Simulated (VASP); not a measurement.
# MnO2 (R-3m) in VASP: a series of runs, part 2 of 2

VASP 6.6.1.

## (4) Single point, PBEsol+U, collinear spin, ferromagnetic start

This run uses another cell than the first one, of 11.62 Å³/atom, 1.003 times its volume.

Input file INCAR:

```
PREC = Accurate
ENCUT = 520
EDIFF = 1E-6
ISMEAR = -1
SIGMA = 0.05
LREAL = F
LASPH = T
NELM = 150
ALGO = Normal
ISIF = 2
LWAVE = F
LCHARG = F
ISPIN = 2
MAGMOM = 4 0 0
LORBIT = 11
LMAXMIX = 4
LDAU = T
LDAUTYPE = 2
LDAUL = 2 -1
LDAUU = 5 0
LDAUJ = 0 0
LDAUPRINT = 1
GGA = PS
NBANDS = 24
```

Input file KPOINTS:

```
Automatic mesh
0
Gamma
  11 11 11
```

Input file POSCAR:

```
MnO2
1.0
    1.4503594365      0.8373654110      4.7836233735
   -1.4503594365      0.8373654110      4.7836233735
    0.0000000000     -1.6747308221      4.7836233735
Mn O
1 2
Direct
    0.0000000000      0.0000000000      0.0000000000
    0.7324441344      0.7324441344      0.7324441344
    0.2675558656      0.2675558656      0.2675558656
```

Potentials or basis: VASP PAW PBE potentials, release 64 (Mn_pv, O).

Command:

```sh
$ cat potpaw_PBE.64/Mn_pv/POTCAR potpaw_PBE.64/O/POTCAR > POTCAR
$ mpirun -np 1 vasp_std > vasp.out
```

OUTCAR:

```text
PREC = Accurate
   ENCUT = 520
   EDIFF = 1E-6
   ISMEAR = -1
   LREAL = F
   LASPH = T
   NELM = 150
   ISIF = 2
   ISPIN = 2
   LORBIT = 11
   GGA = PS

 ion  position               nearest neighbor table
   1  0.000  0.000  0.000-   2 1.92   3 1.92   2 1.92   2 1.92   3 1.92   3 1.92
   2  0.732  0.732  0.732-   1 1.92   1 1.92   1 1.92
   3  0.268  0.268  0.268-   1 1.92   1 1.92   1 1.92

  LATTYP: Found a trigonal (rhomboedric) cell.
 ALAT       =     5.0683109520
 COS(alpha) =     0.8362222948

  Lattice vectors:

 A1 = (   1.4503594365,   0.8373654110,   4.7836233735)
 A2 = (  -1.4503594365,   0.8373654110,   4.7836233735)
 A3 = (   0.0000000000,  -1.6747308221,   4.7836233735)

Analysis of symmetry for initial positions (statically):
=====================================================================
 Subroutine PRICEL returns:
 Original cell was already a primitive cell.

 Routine SETGRP: Setting up the symmetry group for a
 trigonal (rhombohedral) supercell.

 Subroutine GETGRP returns: Found 12 space group operations
 (whereof 12 operations were pure point group operations)
 out of a pool of 12 trial point group operations.

The static configuration has the point symmetry D_3d.

Analysis of symmetry for dynamics (positions and initial velocities):
=====================================================================
 Subroutine PRICEL returns:
 Original cell was already a primitive cell.

 Routine SETGRP: Setting up the symmetry group for a
 trigonal (rhombohedral) supercell.

 Subroutine GETGRP returns: Found 12 space group operations
 (whereof 12 operations were pure point group operations)
 out of a pool of 12 trial point group operations.

The dynamic configuration has the point symmetry D_3d.

Analysis of structural, dynamic, and magnetic symmetry:
=====================================================================
 Subroutine PRICEL returns:
 Original cell was already a primitive cell.

 Routine SETGRP: Setting up the symmetry group for a
 trigonal (rhombohedral) supercell.

 Subroutine GETGRP returns: Found 12 space group operations
 (whereof 12 operations were pure point group operations)
 out of a pool of 12 trial point group operations.

The overall configuration has the point symmetry D_3d.

 Subroutine INISYM returns: Found 12 space group operations
 (whereof 12 operations are pure point group operations),
 and found     1 'primitive' translations

----------------------------------------------------------------------------------------

                                     Primitive cell

  volume of cell :      34.8577

[... 113 lines left out ...]
  Thomas-Fermi vector in A             =   2.581258
   LORBIT       =     11    0 simple, 1 ext, 2 COOP (PROOUT), +10 PAW based schemes
 LDA+U is selected, type is set to LDAUTYPE =  2
   angular momentum for each species LDAUL =     2   -1
   U (eV)           for each species LDAUU =   5.0  0.0
   J (eV)           for each species LDAUJ =   0.0  0.0
   GGA     = PS    functional components
   LHFCALC =     F    Hartree Fock is set to
   AEXX    =    0.0000 exact exchange contribution
   IVDW    =     0    specifies the selected vdW correction
   LEPSILON=     F    determine dielectric tensor
   LRPA    =     F    only Hartree local field effects (RPA)
 spin polarized calculation
  energy-cutoff  :      520.00
  volume of cell :       34.86
 maximum number of plane-waves:       963
 NGX is ok and might be reduce to    40
   NGX = 19   NGY = 19   NGZ = 19

atom =   1  type =  1  l = 2

 onsite density matrix

spin component  1

  0.8001  0.0000  0.0000 -0.1896  0.0000
  0.0000  0.7483  0.0000  0.0000 -0.1896
  0.0000  0.0000  0.9636  0.0000 -0.0000
 -0.1896  0.0000  0.0000  0.7483  0.0000
  0.0000 -0.1896 -0.0000  0.0000  0.8001

spin component  2

  0.1788  0.0000 -0.0000  0.1138  0.0000
  0.0000  0.1926 -0.0000 -0.0000  0.1138
 -0.0000 -0.0000  0.0693 -0.0000 -0.0000
  0.1138 -0.0000 -0.0000  0.1926  0.0000
  0.0000  0.1138 -0.0000  0.0000  0.1788

 occupancies and eigenvectors

  o =  0.0693  v =  0.0000  0.0000  0.0000  0.0000  0.0000  0.0000 -0.0000  1.0000  0.0000  0.0000      0.0000  0.0000  0.0000  0.0000  0.0000  0.0000  0.0000  0.0000  0.0000  0.0000
  o =  0.0717  v =  0.0000  0.0000  0.0000  0.0000  0.0000  0.0000  0.6853  0.0000 -0.0000 -0.7282      0.0000  0.0000  0.0000  0.0000  0.0000  0.0000  0.0000  0.0000  0.0000  0.0000
  o =  0.0717  v =  0.0000  0.0000  0.0000  0.0000  0.0000 -0.7282  0.0000 -0.0000  0.6853  0.0000      0.0000  0.0000  0.0000  0.0000  0.0000  0.0000  0.0000  0.0000  0.0000  0.0000
  o =  0.2997  v =  0.0000  0.0000  0.0000  0.0000  0.0000  0.0000 -0.7282  0.0000  0.0000 -0.6853      0.0000  0.0000  0.0000  0.0000  0.0000  0.0000  0.0000  0.0000  0.0000  0.0000
  o =  0.2997  v =  0.0000  0.0000  0.0000  0.0000  0.0000 -0.6853  0.0000  0.0000 -0.7282 -0.0000      0.0000  0.0000  0.0000  0.0000  0.0000  0.0000  0.0000  0.0000  0.0000  0.0000
  o =  0.5828  v =  0.0000  0.7535  0.0000 -0.0000  0.6575  0.0000  0.0000  0.0000  0.0000  0.0000      0.0000  0.0000  0.0000  0.0000  0.0000  0.0000  0.0000  0.0000  0.0000  0.0000
  o =  0.5828  v = -0.6575  0.0000  0.0000 -0.7535  0.0000  0.0000  0.0000  0.0000  0.0000  0.0000      0.0000  0.0000  0.0000  0.0000  0.0000  0.0000  0.0000  0.0000  0.0000  0.0000
  o =  0.9636  v =  0.0000  0.0000 -1.0000 -0.0000 -0.0000  0.0000  0.0000  0.0000  0.0000  0.0000      0.0000  0.0000  0.0000  0.0000  0.0000  0.0000  0.0000  0.0000  0.0000  0.0000
  o =  0.9655  v =  0.0000 -0.6575 -0.0000  0.0000  0.7535  0.0000  0.0000  0.0000  0.0000  0.0000      0.0000  0.0000  0.0000  0.0000  0.0000  0.0000  0.0000  0.0000  0.0000  0.0000
  o =  0.9655  v = -0.7535  0.0000 -0.0000  0.6575 -0.0000  0.0000  0.0000  0.0000  0.0000  0.0000      0.0000  0.0000  0.0000  0.0000  0.0000  0.0000  0.0000  0.0000  0.0000  0.0000

 number of electron      25.0000002 magnetization       3.0000076

 Free energy of the ion-electron system (eV)
  ---------------------------------------------------
  ext. energy  EPLUGINS =         0.00000000
  ---------------------------------------------------
  free energy    TOTEN  =       -21.74136533 eV

  energy without entropy =      -21.74136533  energy(sigma->0) =      -21.74136533

 E-fermi :   2.7048     XC(G=0): -10.5745

 val. band max:        1.8878409238   @ k =  -0.0909   0.0909   0.0909
 cond. band min:       3.4543231864   @ k =   0.4545   0.1818   0.1818
 fundamental gap:      1.5664822626
 Fermi energy:         2.7047768696

 spin component 1

 k-point     1 :       0.0000    0.0000    0.0000
  band No.  band energies     occupation
      1     -48.1160      1.00000
      2     -48.1160      1.00000
      3     -48.1047      1.00000
      4     -16.7041      1.00000
      5     -14.3523      1.00000
      6      -4.6207      1.00000
[... 1289 lines left out ...]
     23      23.0294      0.00000
     24      25.6353      0.00000

 [... further k-points ...]
[... 5 lines left out ...]
  --------------------------------------------------------------------------------------
  -------------------------------------------------------------------------------------
  Total       -0.0264816     -0.0264816      0.1092611      0.0000000     -0.0000000      0.0000000
  in kB       -1.2171826     -1.2171826      5.0220064      0.0000000     -0.0000000      0.0000000
  external PRESSURE =       0.8625471 kB  Pullay stress =       0.0000000 kB

 VOLUME and BASIS-vectors are now :
 -----------------------------------------------------------------------------
  energy-cutoff  :      520.00
  volume of cell :       34.86
      direct lattice vectors                 reciprocal lattice vectors
     1.450359437  0.837365411  4.783623374     0.344742129  0.199036961  0.069682186
    -1.450359437  0.837365411  4.783623374    -0.344742129  0.199036961  0.069682186
     0.000000000 -1.674730822  4.783623374     0.000000000 -0.398073922  0.069682186

 POSITION                                       TOTAL-FORCE (eV/Angst)
 -----------------------------------------------------------------------------------
      0.00000      0.00000      0.00000         0.000000     -0.000000     -0.000000
      0.00000     -0.00000     10.51121         0.000000     -0.000000      0.064032
      0.00000     -0.00000      3.83966         0.000000      0.000000     -0.064032
 -----------------------------------------------------------------------------------
    total drift:                                0.000000      0.000000     -0.000000

  FREE ENERGIE OF THE ION-ELECTRON SYSTEM (eV)
  ---------------------------------------------------
  free  energy   TOTEN  =       -21.7413653329 eV

  energy  without entropy=      -21.7413653260  energy(sigma->0) =      -21.74136533

 total charge

# of ion       s       p       d       tot
------------------------------------------
    1        0.357   6.463   4.841  11.660
    2        1.577   3.400   0.000   4.977
    3        1.577   3.400   0.000   4.977
--------------------------------------------------
tot          3.511  13.263   4.841  21.614

 magnetization (x)

# of ion       s       p       d       tot
------------------------------------------
    1        0.032   0.044   3.245   3.321
    2        0.001  -0.165   0.000  -0.163
    3        0.001  -0.165   0.000  -0.163
--------------------------------------------------
tot          0.034  -0.285   3.245   2.994
```

It took 7.2 min on 1 thread of Intel Xeon 6975P-C (Granite Rapids), shared host; peak memory 0.42 GiB.

Results:

```
Free energy                                           : -21.7414 eV
Pressure                                              : 0.1 GPa
Largest force                                         : 0.064 eV/Å
Band gap on the k mesh                                : 1.57 eV, indirect (least direct gap 1.74 eV)
Net moment                                            : 3.00 μB per cell
Site moments                                          : Mn +3.32; O -0.16 μB
Valence electrons inside the program's atomic spheres : Mn 11.66; O 4.98
```

Forces on the atoms (eV/Å):
```
Mn   0.000  0.000  0.000
O    0.000  0.000  0.064
O    0.000  0.000 -0.064
```

Stress tensor (GPa, compression positive):
```
-0.12  0.00  0.00
 0.00 -0.12  0.00
 0.00  0.00  0.50
```

Eigenvalues of the final occupation matrices:
```csv
site,spin,trace,eigenvalues
site 1 d,1,4.06,0.58 0.58 0.96 0.97 0.97
site 1 d,2,0.81,0.07 0.07 0.07 0.30 0.30
```

Caveat: the PAW data sets were made with another functional, which shifts forces and pressure a little; a cell with one magnetic atom can't hold antiferromagnetic order, which such compounds often take.

## (5) The runs side by side

```csv
U,cell,gap on the mesh (eV),pressure (GPa),moment (μB),largest force (eV/Å)
Mn d U = 3.0 eV,"a = 5.145 Å, angles 32.4°, 3 atoms",1.98,0.7,3.00,0.10
Mn d U = 4.0 eV,"a = 5.103 Å, angles 32.8°, 3 atoms",1.83,0.5,3.00,0.09
Mn d U = 5.0 eV,"a = 5.068 Å, angles 33.3°, 3 atoms",1.57,0.1,3.00,0.06
```

Alike in all rows: task single point; level PBEsol+U; potentials or basis VASP PAW PBE potentials, release 64 (Mn_pv, O); spin collinear, ferromagnetic start; k mesh 11 × 11 × 11; cutoff (eV) 520; smearing fermi-dirac 0.05 eV.

Caveats: the PAW data sets were made with another functional, which shifts forces and pressure a little; a cell with one magnetic atom can't hold antiferromagnetic order, which such compounds often take.

Total energies depend on the potentials used, so only differences within one code and one set of settings carry meaning.
